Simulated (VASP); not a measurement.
# Tl (P6_3/mmc) in VASP: a series of runs

The runs below take Tl through relaxation of cell and atoms, with LDA.

Program: VASP 6.6.1. These are calculated values, not measurements. Logs are shortened: lines on timing, memory, paths and dates and some standing lists are left out, and cuts for length are marked.

## Step 1: The cell of the first run

It takes space group P6_3/mmc (No. 194, hexagonal). Conventional cell: a = 3.358 Å, b = 3.358 Å, c = 5.440 Å, α = 90.00°, β = 90.00°, γ = 120.00°. Within 4.4 Å of Tl (site symmetry -6m2) lie 12 Tl at 3.34 to 3.36 Å.

## Step 2: Relaxation of cell and atoms, LDA, target pressure 1.2 GPa, at which the enthalpy is minimised

Contents of INCAR:

```
PREC = Accurate
ENCUT = 600
EDIFF = 1E-6
ISMEAR = -1
SIGMA = 0.05
LREAL = F
LASPH = T
NELM = 100
ALGO = Normal
ISIF = 3
LWAVE = F
LCHARG = F
IBRION = 2
NSW = 60
EDIFFG = -0.005
PSTRESS = 12.0
```

Contents of KPOINTS:

```
Automatic mesh
0
Gamma
  13 13 7
```

Contents of POSCAR:

```
Tl
1.0
    3.3578827739      0.0000000000      0.0000000000
   -1.6789413870      2.9080117851      0.0000000000
    0.0000000000      0.0000000000      5.4397700937
Tl
2
Direct
    0.3333333333      0.6666666667      0.2500000000
    0.6666666667      0.3333333333      0.7500000000
```

Potentials or basis: VASP PAW LDA potentials, release 64 (Tl_d).

On the command line:

```sh
$ cat potpaw_LDA.64/Tl_d/POTCAR > POTCAR
$ mpirun -np 1 vasp_std > vasp.out
```

OUTCAR:

```text
PREC = Accurate
   ENCUT = 600
   EDIFF = 1E-6
   ISMEAR = -1
   LREAL = F
   LASPH = T
   NELM = 100
   ISIF = 3
   IBRION = 2
   NSW = 60
   EDIFFG = -0.005
   PSTRESS = 12.0

 ion  position               nearest neighbor table
   1  0.333  0.667  0.250-   2 3.34   2 3.34   2 3.34   2 3.34   2 3.34   2 3.34
   2  0.667  0.333  0.750-   1 3.34   1 3.34   1 3.34   1 3.34   1 3.34   1 3.34

  LATTYP: Found a hexagonal cell.
 ALAT       =     3.3578827739
 C/A-ratio  =     1.6200000000

  Lattice vectors:

 A1 = (   3.3578827739,   0.0000000000,   0.0000000000)
 A2 = (  -1.6789413870,   2.9080117851,   0.0000000000)
 A3 = (   0.0000000000,   0.0000000000,   5.4397700937)

Analysis of symmetry for initial positions (statically):
=====================================================================
 Subroutine PRICEL returns:
 Original cell was already a primitive cell.

 Routine SETGRP: Setting up the symmetry group for a
 hexagonal supercell.

 Subroutine GETGRP returns: Found 24 space group operations
 (whereof 12 operations were pure point group operations)
 out of a pool of 24 trial point group operations.

The static configuration has the point symmetry D_3d.
 The point group associated with its full space group is D_6h.

Analysis of symmetry for dynamics (positions and initial velocities):
=====================================================================
 Subroutine PRICEL returns:
 Original cell was already a primitive cell.

 Routine SETGRP: Setting up the symmetry group for a
 hexagonal supercell.

 Subroutine GETGRP returns: Found 24 space group operations
 (whereof 12 operations were pure point group operations)
 out of a pool of 24 trial point group operations.

The dynamic configuration has the point symmetry D_3d.
 The point group associated with its full space group is D_6h.

 Subroutine INISYM returns: Found 24 space group operations
 (whereof 12 operations are pure point group operations),
 and found     1 'primitive' translations

----------------------------------------------------------------------------------------

                                     Primitive cell

  volume of cell :      53.1181

  direct lattice vectors                    reciprocal lattice vectors
     3.357882774  0.000000000  0.000000000     0.297806704  0.171938781  0.000000000
    -1.678941387  2.908011785  0.000000000     0.000000000  0.343877561  0.000000000
     0.000000000  0.000000000  5.439770094     0.000000000  0.000000000  0.183831299

  length of vectors
     3.357882774  3.357882774  5.439770094     0.343877561  0.343877561  0.183831299

  position of ions in fractional coordinates (direct lattice)
     0.333333333  0.666666667  0.250000000
     0.666666667  0.333333333  0.750000000

  ion indices of the primitive-cell ions
   primitive index   ion index
                 1           1
                 2           2

----------------------------------------------------------------------------------------

 KPOINTS: Automatic mesh

Automatic generation of k-mesh.
 Grid dimensions read from file:
 generate k-points for:   13   13    7

 Generating k-lattice:

  Cartesian coordinates                     Fractional coordinates (reciprocal lattice)
     0.022908208  0.013226060  0.000000000     0.076923077  0.000000000  0.000000000
     0.000000000  0.026452120  0.000000000     0.000000000  0.076923077  0.000000000
     0.000000000  0.000000000  0.026261614     0.000000000  0.000000000  0.142857143

  Length of vectors
     0.026452120  0.026452120  0.026261614

  Shift w.r.t. Gamma in fractional coordinates (k-lattice)
     0.000000000  0.000000000  0.000000000

 Subroutine IBZKPT returns following result:
 ===========================================

 Found     84 irreducible k-points:

 Following reciprocal coordinates:
            Coordinates               Weight
  0.000000  0.000000  0.000000      1.000000
  0.076923  0.000000  0.000000      6.000000
  0.153846  0.000000  0.000000      6.000000
  0.230769  0.000000  0.000000      6.000000
  0.307692  0.000000  0.000000      6.000000
  0.384615  0.000000  0.000000      6.000000
[... 16 lines left out ...]
  0.076923  0.000000  0.142857     12.000000
  0.153846  0.000000  0.142857     12.000000
 [... further k-points ...]
   k-points           NKPTS =     84   k-points in BZ     NKDIM =     84   number of bands    NBANDS=     17
   number of dos      NEDOS =    301   number of ions     NIONS =      2
   total plane-waves  NPLWV =  37632
   dimension x,y,z NGX =    28 NGY =   28 NGZ =   48
   dimension x,y,z NGXF=    56 NGYF=   56 NGZF=   96
   ions per type =               2
   NGX,Y,Z   is equivalent  to a cutoff of  13.86, 13.86, 14.67 a.u.
   NGXF,Y,Z  is equivalent  to a cutoff of  27.73, 27.73, 29.34 a.u.
 SYSTEM =  unknown system
   PREC   = accura    normal or accurate (medium, high low for compatibility)
   ISTART =      0    job   : 0-new  1-cont  2-samecut
   ICHARG =      2    charge: 1-file 2-atom 10-const
   ISPIN  =      1    spin polarized calculation?
   LNONCOLLINEAR =      F non collinear calculations
   LSORBIT =      F    spin-orbit coupling
   LASPH  =      T    aspherical Exc in radial PAW
   ENCUT  =  600.0 eV  44.10 Ry    6.64 a.u.   6.71  6.71 10.86*2*pi/ulx,y,z
   NELM   =    100;   NELMIN=  2; NELMDL= -5     # of ELM steps
   EDIFF  = 0.1E-05   stopping-criterion for ELM
   LREAL  =      F    real-space projection
   EDIFFG = -.5E-02   stopping-criterion for IOM
   NSW    =     60    number of steps for IOM
   IBRION =      2    ionic relax: 0-MD 1-quasi-New 2-CG
   NFREE  =      1    steps in history (QN), initial steepest desc. (CG)
   ISIF   =      3    stress and relaxation
   ISYM   =      2    0-nonsym 1-usesym 2-fastsym
   POTIM  = 0.5000    time-step for ionic-motion
   TEBEG  =    0.0;   TEEND  =   0.0 temperature during run
   PSTRESS=   12.0 pullay stress
   NELECT =      26.0000    total number of electrons
   NUPDOWN=      -1.0000    fix difference up-down
   EMIN   =  10.00;   EMAX   =-10.00  energy-range for DOS
   EFERMI =   0.00;   METHOD = LEGACY
   ISMEAR =    -1;   SIGMA  =   0.05  broadening in eV -4-tet -1-fermi 0-gaus
   EFERMI_NEDOS =   21; number of points for ismear=-14 and -15
   IALGO  =     38    algorithm
   IMIX   =      4    mixing-type and parameters
     AMIX     =   0.40;   BMIX     =  1.00
     AMIX_MAG =   1.60;   BMIX_MAG =  1.00
  volume/ion in A,a.u.               =      26.56       179.23
  Fermi-wavevector in a.u.,A,eV,Ry     =   1.290185  2.438095 22.647937  1.664576
  Thomas-Fermi vector in A             =   2.422032
   LORBIT       =      0    0 simple, 1 ext, 2 COOP (PROOUT), +10 PAW based schemes
   GGA     = CA    functional components
   LHFCALC =     F    Hartree Fock is set to
   AEXX    =    0.0000 exact exchange contribution
   IVDW    =     0    specifies the selected vdW correction
   LEPSILON=     F    determine dielectric tensor
   LRPA    =     F    only Hartree local field effects (RPA)
 conjugate gradient relaxation of ions
 non-spin polarized calculation
  energy-cutoff  :      600.00
  volume of cell :       53.12
 maximum number of plane-waves:      1792
 NGX is ok and might be reduce to    28
   NGX = 13   NGY = 13   NGZ = 21

--------------------------------------- Ionic step        1  -------------------------------------------

 number of electron      26.0000002 magnetization

 Free energy of the ion-electron system (eV)
  ---------------------------------------------------
  ext. energy  EPLUGINS =         0.00000000
  ---------------------------------------------------
  free energy    TOTEN  =        -5.86196234 eV

  energy without entropy =       -5.85386658  energy(sigma->0) =       -5.85791446

------------------------ aborting loop because EDIFF is reached ----------------------------------------

  FORCE on cell =-STRESS in cart. coord.  units (eV):
  Direction    XX          YY          ZZ          XY          YZ          ZX
  --------------------------------------------------------------------------------------
  -------------------------------------------------------------------------------------
  Total        0.6064545      0.6064545      0.1946232     -0.0000000     -0.0000000      0.0000000
  in kB       18.2922253     18.2922253      5.8703354     -0.0000000     -0.0000000      0.0000000
  external PRESSURE =       2.1515953 kB  Pullay stress =      12.0000000 kB
[... 251 lines left out ...]
  enthalpy is  TOTEN    =        -5.4710738751 eV   P V=        0.4003483631

--------------------------------------- Ionic step        8  -------------------------------------------

 number of electron      26.0000000 magnetization

 Free energy of the ion-electron system (eV)
  ---------------------------------------------------
  ext. energy  EPLUGINS =         0.00000000
  ---------------------------------------------------
  free energy    TOTEN  =        -5.87110724 eV

  energy without entropy =       -5.86444864  energy(sigma->0) =       -5.86777794

 E-fermi :   7.0281     XC(G=0): -10.8458

 val. band max:        7.0234166831   @ k =   0.3077   0.2308   0.1429
 cond. band min:       7.1050109738   @ k =   0.3077   0.3077   0.4286
 fundamental gap:      0.0815942907
 Fermi energy:         7.0281376634

 k-point     1 :       0.0000    0.0000    0.0000
  band No.  band energies     occupation
      1      -4.8901      2.00000
      2      -4.5575      2.00000
      3      -4.5575      2.00000
      4      -4.5541      2.00000
      5      -4.4861      2.00000
      6      -4.4861      2.00000
[... 9 lines left out ...]
     16      17.3538      0.00000
     17      17.4240      0.00000
[... 443 lines left out ...]
      1      -4.8131      2.00000
      2      -4.6318      2.00000
      3      -4.5728      2.00000
      4      -4.5369      2.00000
      5      -4.5201      2.00000
      6      -4.4027      2.00000
[... 9 lines left out ...]
     16      14.7966      0.00000
     17      16.5937      0.00000

 [... further k-points ...]
[... 5 lines left out ...]
  --------------------------------------------------------------------------------------
  -------------------------------------------------------------------------------------
  Total        0.3986877      0.3986877      0.4077922     -0.0000000      0.0000000      0.0000000
  in kB       11.9600872     11.9600872     12.2332094     -0.0000000      0.0000000      0.0000000
  external PRESSURE =       0.0511279 kB  Pullay stress =      12.0000000 kB
[... 17 lines left out ...]
  FREE ENERGIE OF THE ION-ELECTRON SYSTEM (eV)
  ---------------------------------------------------
  free  energy   TOTEN  =        -5.8711072439 eV

  energy  without entropy=       -5.8644486404  energy(sigma->0) =       -5.86777794

  enthalpy is  TOTEN    =        -5.4710890532 eV   P V=        0.4000181907

 reached required accuracy - stopping structural energy minimisation
```

It took 7.5 min on 1 thread of Oxide Virtual Turin-like, shared host; peak memory 0.19 GiB.

Results:

```yaml
Free_energy: -5.8711 eV
Relaxed_volume: 26.70 Å³/atom
Relaxed_cell: a = 3.406 Å, b = 3.406 Å, c = 5.315 Å, α = 90.00°, β = 90.00°, γ = 120.00°
Space_group_after_relaxing_to_0.05_Å: P6_3/mmc (No. 194)
Energy_change_on_relaxing_the_enthalpy_is_what_falls: -4.6 meV/atom
Ionic_steps: 8
Pressure_after_relaxing: 1.2 GPa
Band_gap_on_the_k_mesh: zero (band 13 reaches 9.94 eV, above the bottom of band 14 at 5.03 eV)
```

The path:
```tsv
step	energy change (eV)	largest force (eV/Å)	pressure (GPa)	volume (Å³)
1	0.0000	0.0000	1.42	53.12
2	-0.0049	0.0000	1.12	53.39
3	-0.0122	0.0000	0.65	53.97
4	-0.0101	0.0000	1.08	53.57
5	-0.0105	0.0000	1.00	53.62
6	-0.0104	0.0000	1.01	53.61
7	-0.0095	0.0000	1.17	53.45
8	-0.0091	0.0000	1.21	53.41
```

Final structure:
```xyz
2
Lattice="3.4063 0.0000 0.0000 -1.7031 2.9499 0.0000 0.0000 0.0000 5.3151" Properties=species:S:1:pos:R:3 pbc="T T T"
Tl    0.0000    1.9666    1.3288
Tl    1.7031    0.9833    3.9864
```

Levels at points of the mesh, in eV from the Fermi level:
| k point | band 11 | band 12 | band 13 | band 14 | band 15 | band 16 |
| --- | --- | --- | --- | --- | --- | --- |
| (0.00, 0.00, 0.00) | -10.54 | -4.82 | -3.04 | 8.08 | 8.08 | 10.33 |

Caveat: the cell is relaxed towards a set pressure, so the enthalpy falls and the energy may rise; spin-orbit coupling is left out, which moves the levels of the heavy elements.

(Continued in part 2 of 2.)
